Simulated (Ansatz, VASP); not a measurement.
# One calculation of BeTe, two programs

```
Te Be
1.0
     0.00000    2.77000    2.77000
     2.77000    0.00000    2.77000
     2.77000    2.77000    0.00000
Te Be
1 1
Direct
  0.75000 0.75000 0.75000
  0.00000 0.00000 0.00000
```

Alike in both runs: task single point; functional RPBE; dispersion D4; k mesh 8 × 8 × 8; occupations fermi-dirac, width 0.05 eV; no spin polarisation.

|  | VASP | Ansatz |
| --- | --- | --- |
| version | VASP 6.6.1 | Ansatz 0.2.0 |
| potentials or method | VASP PAW PBE potentials, release 64 (Te, Be) | Ansatz PAW |
| plane-wave cutoff (eV) | 520 | 420 |
| valence electrons in the cell | 8 | 18 |

```tsv
	VASP	Ansatz	Ansatz less VASP
gap on the k mesh at the Fermi level (eV)	1.93	1.95	+0.017
least direct gap on the mesh (eV)	3.59	3.61	+0.023
pressure (GPa)	0.8	0.7	-0.13
```

VASP's potentials were made for PBE, not for RPBE. VASP's potentials hold 8 valence electrons a cell and Ansatz's 18, so a difference there can come from the potentials and not from the codes.

Neither program's run includes spin-orbit coupling.
